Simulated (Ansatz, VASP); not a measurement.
# Zr in VASP and in Ansatz

```
CELL_PARAMETERS angstrom
3.23200 0.00000 0.00000
-1.61600 2.79899 0.00000
0.00000 0.00000 5.14700
ATOMIC_POSITIONS crystal
Zr 0.27974 0.55949 0.22086
Zr 0.66667 0.33333 0.75000
```

Alike in both runs: task single point; functional PBEsol; k mesh 18 × 18 × 10; occupations gaussian, width 0.15 eV; no spin polarisation.

|  | VASP | Ansatz |
| --- | --- | --- |
| version | VASP 6.6.1 | Ansatz 0.2.0 |
| potentials or method | VASP PAW PBE potentials, release 64 (Zr_sv), cutoff 520 eV | scalar-relativistic, plane waves, PAW |
| valence electrons in the cell | 24 | 24 |

VASP gave:

| Quantity | Value |
| --- | --- |
| gap on the k mesh at the Fermi level (eV) | none |
| pressure (GPa) | -2.8 |
| traceless stress, the component that is largest in VASP (GPa) | -2.02 |
| rms of the force components (eV/Å) | 0.377 |

What did Ansatz give for the same quantities?

gap on the k mesh at the Fermi level (eV): none; pressure (GPa): -2.9; traceless stress, the component that is largest in VASP (GPa): -2.01; rms of the force components (eV/Å): 0.376.

VASP's potentials were made for PBE, not for PBEsol. Atom by atom the forces differ by 0.002 eV/Å (rms over components). A gap of «none» marks a metal or a gap that the smearing closes.
